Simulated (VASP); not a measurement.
# TePb (P6_3mc) in VASP: relaxation of shape and atoms at fixed volume with PBE

Aim: the relaxation of shape and atoms at fixed volume of TePb with PBE.

Everything below comes from runs of VASP 6.6.1. Logs are shortened: lines on timing, memory, paths and dates and some standing lists are left out, and cuts for length are marked.

## 1. The cell of the first run

It takes space group P6_3mc (No. 186, hexagonal). Conventional cell: a = 5.423 Å, b = 5.423 Å, c = 6.474 Å, α = 90.00°, β = 90.00°, γ = 120.00°. Pb (site symmetry 3m) has 5 Te at 3.13 to 3.28 Å within 4.1 Å. Te (site symmetry 3m) has 5 Pb at 3.13 to 3.28 Å within 4.1 Å.

## 2. Relaxation of shape and atoms at fixed volume, PBE

Input file INCAR:

```
SYSTEM = TePb
PREC = Accurate ; ENCUT = 600
EDIFF = 1E-6 ; ISMEAR = -1
SIGMA = 0.1 ; LREAL = .FALSE.
LASPH = .TRUE. ; NELM = 100
ALGO = Normal ; ISIF = 4
LWAVE = .FALSE. ; LCHARG = .FALSE.
GGA = PE ; IBRION = 2
NSW = 50 ; EDIFFG = -0.005
```

Input file KPOINTS:

```
regular mesh
0
G
  8 8 5
  0 0 0
```

Input file POSCAR:

```
TePb
1.0
    5.4227894130      0.0000000000      0.0000000000
   -2.7113947065      4.6962733911      0.0000000000
    0.0000000000      0.0000000000      6.4739462568
Pb Te
2 2
Direct
    0.3333333333      0.6666666667     -0.0584029981
    0.6666666667      0.3333333333      0.4415970019
    0.3333333333      0.6666666667      0.4344029981
    0.6666666667      0.3333333333      0.9344029981
```

Potentials or basis: VASP PAW PBE potentials, release 64 (Pb_d, Te).

On the command line:

```console
> cat potpaw_PBE.64/Pb_d/POTCAR potpaw_PBE.64/Te/POTCAR > POTCAR
> mpirun -np 1 vasp_std > vasp.out
```

OUTCAR:

```text
SYSTEM = TePb
   PREC = Accurate
   ENCUT = 600
   EDIFF = 1E-6
   ISMEAR = -1
   LREAL = .FALSE.
   LASPH = .TRUE.
   NELM = 100
   ISIF = 4
   GGA = PE
   IBRION = 2
   NSW = 50
   EDIFFG = -0.005

 ion  position               nearest neighbor table
   1  0.333  0.667  0.942-   4 3.13   4 3.13   4 3.13   3 3.19   3 3.28
   2  0.667  0.333  0.442-   3 3.13   3 3.13   3 3.13   4 3.19   4 3.28
   3  0.333  0.667  0.434-   2 3.13   2 3.13   2 3.13   1 3.19   1 3.28
   4  0.667  0.333  0.934-   1 3.13   1 3.13   1 3.13   2 3.19   2 3.28

  LATTYP: Found a hexagonal cell.
 ALAT       =     5.4227894130
 C/A-ratio  =     1.1938406167

  Lattice vectors:

 A1 = (   5.4227894130,   0.0000000000,   0.0000000000)
 A2 = (  -2.7113947065,   4.6962733911,   0.0000000000)
 A3 = (   0.0000000000,   0.0000000000,   6.4739462568)

Analysis of symmetry for initial positions (statically):
=====================================================================
 Subroutine PRICEL returns:
 Original cell was already a primitive cell.

 Routine SETGRP: Setting up the symmetry group for a
 hexagonal supercell.

 Subroutine GETGRP returns: Found 12 space group operations
 (whereof  6 operations were pure point group operations)
 out of a pool of 24 trial point group operations.

The static configuration has the point symmetry C_3v.
 The point group associated with its full space group is C_6v.

Analysis of symmetry for dynamics (positions and initial velocities):
=====================================================================
 Subroutine PRICEL returns:
 Original cell was already a primitive cell.

 Routine SETGRP: Setting up the symmetry group for a
 hexagonal supercell.

 Subroutine GETGRP returns: Found 12 space group operations
 (whereof  6 operations were pure point group operations)
 out of a pool of 24 trial point group operations.

The dynamic configuration has the point symmetry C_3v.
 The point group associated with its full space group is C_6v.

 Subroutine INISYM returns: Found 12 space group operations
 (whereof  6 operations are pure point group operations),
 and found     1 'primitive' translations

----------------------------------------------------------------------------------------

                                     Primitive cell

  volume of cell :     164.8714

  direct lattice vectors                    reciprocal lattice vectors
     5.422789413  0.000000000  0.000000000     0.184406940  0.106467396  0.000000000
    -2.711394707  4.696273391  0.000000000     0.000000000  0.212934792  0.000000000
     0.000000000  0.000000000  6.473946257     0.000000000  0.000000000  0.154465292

  length of vectors
     5.422789413  5.422789413  6.473946257     0.212934792  0.212934792  0.154465292

  position of ions in fractional coordinates (direct lattice)
     0.333333333  0.666666667  0.941597002
     0.666666667  0.333333333  0.441597002
     0.333333333  0.666666667  0.434402998
     0.666666667  0.333333333  0.934402998

  ion indices of the primitive-cell ions
   primitive index   ion index
                 1           1
                 2           2
                 3           3
                 4           4

----------------------------------------------------------------------------------------

 KPOINTS: regular mesh

Automatic generation of k-mesh.
 Grid dimensions read from file:
 generate k-points for:    8    8    5

 Generating k-lattice:

  Cartesian coordinates                     Fractional coordinates (reciprocal lattice)
     0.023050867  0.013308425  0.000000000     0.125000000 -0.000000000  0.000000000
     0.000000000  0.026616849  0.000000000     0.000000000  0.125000000  0.000000000
     0.000000000  0.000000000  0.030893058     0.000000000  0.000000000  0.200000000

  Length of vectors
     0.026616849  0.026616849  0.030893058

  Shift w.r.t. Gamma in fractional coordinates (k-lattice)
     0.000000000  0.000000000  0.000000000

 Subroutine IBZKPT returns following result:
 ===========================================

 Found     30 irreducible k-points:

 Following reciprocal coordinates:
            Coordinates               Weight
  0.000000  0.000000  0.000000      1.000000
  0.125000 -0.000000  0.000000      6.000000
  0.250000 -0.000000  0.000000      6.000000
  0.375000 -0.000000  0.000000      6.000000
  0.500000 -0.000000  0.000000      3.000000
  0.125000  0.125000  0.000000      6.000000
[... 16 lines left out ...]
  0.250000 -0.000000  0.400000     12.000000
  0.375000 -0.000000  0.400000     12.000000
 [... further k-points ...]
   k-points           NKPTS =     30   k-points in BZ     NKDIM =     30   number of bands    NBANDS=     24
   number of dos      NEDOS =    301   number of ions     NIONS =      4
   total plane-waves  NPLWV = 124416
   dimension x,y,z NGX =    48 NGY =   48 NGZ =   54
   dimension x,y,z NGXF=    96 NGYF=   96 NGZF=  108
   ions per type =               2   2
   NGX,Y,Z   is equivalent  to a cutoff of  14.72, 14.72, 13.87 a.u.
   NGXF,Y,Z  is equivalent  to a cutoff of  29.43, 29.43, 27.73 a.u.
 SYSTEM =  TePb
   PREC   = accura    normal or accurate (medium, high low for compatibility)
   ISTART =      0    job   : 0-new  1-cont  2-samecut
   ICHARG =      2    charge: 1-file 2-atom 10-const
   ISPIN  =      1    spin polarized calculation?
   LNONCOLLINEAR =      F non collinear calculations
   LSORBIT =      F    spin-orbit coupling
   LASPH  =      T    aspherical Exc in radial PAW
   ENCUT  =  600.0 eV  44.10 Ry    6.64 a.u.  10.83 10.83 12.93*2*pi/ulx,y,z
   NELM   =    100;   NELMIN=  2; NELMDL= -5     # of ELM steps
   EDIFF  = 0.1E-05   stopping-criterion for ELM
   LREAL  =      F    real-space projection
   EDIFFG = -.5E-02   stopping-criterion for IOM
   NSW    =     50    number of steps for IOM
   IBRION =      2    ionic relax: 0-MD 1-quasi-New 2-CG
   NFREE  =      1    steps in history (QN), initial steepest desc. (CG)
   ISIF   =      4    stress and relaxation
   ISYM   =      2    0-nonsym 1-usesym 2-fastsym
   POTIM  = 0.5000    time-step for ionic-motion
   TEBEG  =    0.0;   TEEND  =   0.0 temperature during run
   PSTRESS=    0.0 pullay stress
   NELECT =      40.0000    total number of electrons
   NUPDOWN=      -1.0000    fix difference up-down
   EMIN   =  10.00;   EMAX   =-10.00  energy-range for DOS
   EFERMI =   0.00;   METHOD = LEGACY
   ISMEAR =    -1;   SIGMA  =   0.10  broadening in eV -4-tet -1-fermi 0-gaus
   EFERMI_NEDOS =   21; number of points for ismear=-14 and -15
   IALGO  =     38    algorithm
   IMIX   =      4    mixing-type and parameters
     AMIX     =   0.40;   BMIX     =  1.00
     AMIX_MAG =   1.60;   BMIX_MAG =  1.00
  volume/ion in A,a.u.               =      41.22       278.15
  Fermi-wavevector in a.u.,A,eV,Ry     =   1.021049  1.929502 14.184622  1.042540
  Thomas-Fermi vector in A             =   2.154652
   LORBIT       =      0    0 simple, 1 ext, 2 COOP (PROOUT), +10 PAW based schemes
   GGA     = PE    functional components
   LHFCALC =     F    Hartree Fock is set to
   AEXX    =    0.0000 exact exchange contribution
   IVDW    =     0    specifies the selected vdW correction
   LEPSILON=     F    determine dielectric tensor
   LRPA    =     F    only Hartree local field effects (RPA)
 conjugate gradient relaxation of ions
 non-spin polarized calculation
  energy-cutoff  :      600.00
  volume of cell :      164.87
 maximum number of plane-waves:      5546
 NGX is ok and might be reduce to    48
   NGX = 21   NGY = 21   NGZ = 25

--------------------------------------- Ionic step        1  -------------------------------------------

 number of electron      39.9999996 magnetization

 Free energy of the ion-electron system (eV)
  ---------------------------------------------------
  ext. energy  EPLUGINS =         0.00000000
  ---------------------------------------------------
  free energy    TOTEN  =       -14.61979277 eV

  energy without entropy =      -14.61887327  energy(sigma->0) =      -14.61933302

------------------------ aborting loop because EDIFF is reached ----------------------------------------

  FORCE on cell =-STRESS in cart. coord.  units (eV):
  Direction    XX          YY          ZZ          XY          YZ          ZX
  --------------------------------------------------------------------------------------
  -------------------------------------------------------------------------------------
  Total        2.1303343      2.1303343      2.3334506      0.0000000      0.0000000      0.0000000
  in kB       20.7020395     20.7020395     22.6758720      0.0000000      0.0000000      0.0000000
  external PRESSURE =      21.3599837 kB  Pullay stress =       0.0000000 kB
[... 175 lines left out ...]
  energy  without entropy=      -14.6197900448  energy(sigma->0) =      -14.62026010

--------------------------------------- Ionic step        6  -------------------------------------------

 number of electron      39.9999995 magnetization

 Free energy of the ion-electron system (eV)
  ---------------------------------------------------
  ext. energy  EPLUGINS =         0.00000000
  ---------------------------------------------------
  free energy    TOTEN  =       -14.62118527 eV

  energy without entropy =      -14.62024717  energy(sigma->0) =      -14.62071622

 E-fermi :   4.4646     XC(G=0):  -8.1229

 val. band max:        3.8387232850   @ k =   0.3750   0.2500   0.4000
 cond. band min:       5.1146023791   @ k =   0.1250   0.1250   0.0000
 fundamental gap:      1.2758790942
 Fermi energy:         4.4646021964

 k-point     1 :       0.0000    0.0000    0.0000
  band No.  band energies     occupation
      1     -12.9328      2.00000
      2     -12.8907      2.00000
      3     -12.8907      2.00000
      4     -12.8898      2.00000
      5     -12.8898      2.00000
      6     -12.8778      2.00000
[... 637 lines left out ...]
     23       6.1692      0.00000
     24       6.6996      0.00000

 [... further k-points ...]

------------------------ aborting loop because EDIFF is reached ----------------------------------------

  FORCE on cell =-STRESS in cart. coord.  units (eV):
  Direction    XX          YY          ZZ          XY          YZ          ZX
  --------------------------------------------------------------------------------------
  -------------------------------------------------------------------------------------
  Total        2.1640831      2.1640831      2.1377923      0.0000000      0.0000000      0.0000000
  in kB       21.0300024     21.0300024     20.7745148      0.0000000      0.0000000      0.0000000
  external PRESSURE =      20.9448399 kB  Pullay stress =       0.0000000 kB
[... 19 lines left out ...]
  FREE ENERGIE OF THE ION-ELECTRON SYSTEM (eV)
  ---------------------------------------------------
  free  energy   TOTEN  =       -14.6211852676 eV

  energy  without entropy=      -14.6202471706  energy(sigma->0) =      -14.62071622

 reached required accuracy - stopping structural energy minimisation
```

Run time: 11 min. Hardware: 1 thread of Oxide Virtual Turin-like, shared host; peak memory 0.41 GiB.

What came out:

```
Free energy               : -14.6212 eV
Energy gained by relaxing : 0.3 meV/atom
Ionic steps               : 6
Pressure after relaxing   : 2.1 GPa
Band gap on the k mesh    : 1.28 eV (least direct gap 1.57 eV)
```

Forces on the atoms (eV/Å):
```
Pb   0.000  0.000 -0.002
Pb   0.000  0.000 -0.002
Te   0.000  0.000  0.002
Te   0.000  0.000  0.002
```

The path:
| step | energy change (eV) | largest force (eV/Å) | pressure (GPa) | volume (Å³) |
| --- | --- | --- | --- | --- |
| 1 | 0.0000 | 0.0297 | 2.14 | 164.87 |
| 2 | -0.0003 | 0.0251 | 2.12 | 164.87 |
| 3 | -0.0003 | 0.0241 | 2.12 | 164.87 |
| 4 | -0.0005 | 0.0217 | 2.11 | 164.87 |
| 5 | -0.0009 | 0.0151 | 2.11 | 164.87 |
| 6 | -0.0014 | 0.0022 | 2.09 | 164.87 |

Final structure:
```
Pb Te
1.0
     5.41967    0.00000    0.00000
    -2.70983    4.69357    0.00000
     0.00000    0.00000    6.48140
Pb Te
2 2
Cartesian
  0.0000 3.1290 6.0820
  2.7098 1.5645 2.8413
  0.0000 3.1290 2.8364
  2.7098 1.5645 6.0771
```

Caveat: spin-orbit coupling is left out, which moves the levels of the heavy elements. A k mesh can miss the band edges.
